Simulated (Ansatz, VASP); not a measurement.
Two plane-wave programs on CoO

```
CELL_PARAMETERS angstrom
1.60222 0.92504 2.56647
-1.60222 0.92504 2.56647
0.00000 -1.85008 2.56647
ATOMIC_POSITIONS crystal
Co 0.99898 0.99898 0.99898
O 0.75102 0.75102 0.75102
```

Alike in both runs: task single point; functional PBE; k mesh 10 × 10 × 10; occupations fermi-dirac, width 0.05 eV; no spin polarisation.

```csv
,VASP,Ansatz
version,VASP 6.6.1,Ansatz 0.2.0
potentials or method,"VASP PAW PBE potentials, release 64 (Co_sv, O)",Ansatz PAW
plane-wave cutoff (eV),700,420
valence electrons in the cell,23,23
```

VASP gave:

* gap on the k mesh at the Fermi level (eV): none
* pressure (GPa): -14.8
* traceless stress, the component that is largest in VASP (GPa): 1.68
* rms of the force components (eV/Å): 0.115

Q: Which values does Ansatz return?

A: gap on the k mesh at the Fermi level (eV): none; pressure (GPa): -14.2; traceless stress, the component that is largest in VASP (GPa): 1.68; rms of the force components (eV/Å): 0.116.

Atom by atom the forces differ by 0.000 eV/Å (rms over components). A gap of «none» marks a metal or a gap that the smearing closes. With one functional, cell and mesh, what is left measures potentials, basis and numerics.
